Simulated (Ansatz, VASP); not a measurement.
**Two plane-wave programs on Sn**

```
Sn
1.0
    -3.02300    3.02300    1.51283
     3.02300   -3.02300    1.51283
     3.02300    3.02300   -1.51283
Sn
2
Direct
  0.75000 0.25000 0.50000
  0.00000 0.00000 0.00000
```

Alike in both runs: task single point; functional PBEsol; k mesh 18 × 18 × 18; occupations gaussian, width 0.15 eV; no spin polarisation.

```csv
,VASP,Ansatz
version,VASP 6.6.1,Ansatz 0.2.0
potentials or method,"VASP PAW PBE potentials, release 64 (Sn_d), cutoff 520 eV","scalar-relativistic, plane waves, PAW"
valence electrons in the cell,28,28
```

|  | VASP | Ansatz | Ansatz less VASP |
| --- | --- | --- | --- |
| gap on the k mesh at the Fermi level (eV) | none | none | - |
| pressure (GPa) | -1.1 | -1.0 | +0.07 |
| traceless stress, the component that is largest in VASP (GPa) | 3.55 | 3.55 | 0.000 |

VASP's potentials were made for PBE, not for PBEsol. A gap of «none» marks a metal or a gap that the smearing closes.
